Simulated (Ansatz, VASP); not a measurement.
**One calculation of TiB2, two programs**

Contents of INCAR:

```
ALGO     = Normal         # electronic algorithm
EDIFF    = 1E-6           # SCF threshold, eV
EDIFFG   = -0.03          # ionic threshold
ENCUT    = 600            # plane-wave cutoff, eV
GGA      = PE             # functional
IBRION   = 2              # ionic algorithm
ISIF     = 3              # what is computed and relaxed
ISMEAR   = -1             # smearing method
LASPH    = True           # aspherical terms in the spheres
LCHARG   = False          # write CHGCAR
LREAL    = False          # projectors in reciprocal space
LWAVE    = False          # write WAVECAR
NELM     = 60             # most SCF steps
NSW      = 80             # ionic steps
PREC     = Accurate       # precision mode
SIGMA    = 0.15           # smearing width, eV
```

KPOINTS

```
k-points
0
Gamma
  13 13 10
```

Contents of POSCAR:

```
TiB2
1.0
    3.0292000000      0.0000000000      0.0000000000
   -1.5146000000      2.6233641500      0.0000000000
    0.0000000000      0.0000000000      3.2284000000
Ti B
1 2
Direct
    0.0000000000      0.0000000000      0.0000000000
    0.3333333333      0.6666666667      0.5000000000
    0.6666666667      0.3333333333      0.5000000000
```

Input for Ansatz:

```yaml
crystal:
  lattice:
    - [3.0292, 0.0, 0.0]
    - [-1.5146, 2.62336415, 0.0]
    - [0.0, 0.0, 3.2284]
  atoms:
    - { symbol: Ti, position: [0.0, 0.0, 0.0] }
    - { symbol: B, position: [0.3333333333333333, 0.6666666666666666, 0.5] }
    - { symbol: B, position: [0.6666666666666666, 0.3333333333333333, 0.5] }
kpoints:
  mp_grid:
    grid: [13, 13, 10]
hamiltonian:
  xc: pbe
  dispersion: none
scf:
  occupations:
    method: fermi_dirac
    width: 0.15
relax:
  f_tol: 0.03
  cell: {}
```

Alike in both runs: task relaxation of cell and atoms; functional PBE; k mesh 13 × 13 × 10; occupations fermi-dirac, width 0.15 eV; no spin polarisation.

|  | VASP | Ansatz |
| --- | --- | --- |
| version | VASP 6.6.1 | Ansatz 0.2.0 |
| potentials or method | VASP PAW PBE potentials, release 64 (Ti_sv, B) | plane waves, PAW |
| plane-wave cutoff (eV) | 600 | 420 |
| valence electrons in the cell | 18 | 18 |

```tsv
	VASP	Ansatz	Ansatz less VASP
gap on the k mesh at the Fermi level, each at its own relaxed structure (eV)	none	none	-
relaxed volume (Å³/atom)	8.57	8.56	-0.010
relaxed cell length with the largest relative difference (Å)	3.228	3.224	-0.0033
```

A gap of «none» marks a metal or a gap that the smearing closes.
